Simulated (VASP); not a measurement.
A run of VASP 6.6.1 is set up as follows.

The input POSCAR:

```
Cu
1.0
    0.0000000000      1.7887150000      1.7887150000
    1.7887150000      0.0000000000      1.7887150000
    1.7887150000      1.7887150000      0.0000000000
Cu
1
Direct
    0.0000000000      0.0000000000      0.0000000000
```

INCAR.step1

```
SYSTEM = Cu
ALGO = Normal
EDIFF = 1E-5
ENCUT = 660
GGA = PE
GGA_COMPAT = .False.
ISMEAR = -1
LASPH = .True.
LCHARG = .False.
LREAL = .False.
LWAVE = .True.
NBANDS = 12
NELM = 120
PREC = Accurate
SIGMA = 0.1
```

INCAR.step2

```
SYSTEM = Cu
ALGO = Normal
EDIFF = 1E-6
ENCUT = 660
GGA_COMPAT = .False.
ISIF = 2
ISMEAR = -1
ISTART = 1
LASPH = .True.
LCHARG = .False.
LMIXTAU = .True.
LREAL = .False.
LWAVE = .False.
METAGGA = R2SCAN
NBANDS = 12
NELM = 120
PREC = Accurate
SIGMA = 0.1
```

The input KPOINTS:

```
k-points
0
Gamma
  11 11 11
  0 0 0
```

Potentials or basis: VASP PAW PBE potentials, release 64 (Cu).

Launch:

```sh
$ cat potpaw_PBE.64/Cu/POTCAR > POTCAR
$ cp INCAR.step1 INCAR
$ mpirun -np 1 vasp_std > vasp.out
$ cp INCAR.step2 INCAR
$ mpirun -np 1 vasp_std > vasp.out
```

Question: What does it give for the pressure?

Answer: 0.1 GPa.

Caveat: the PAW data sets were made with another functional, which shifts forces and pressure a little.
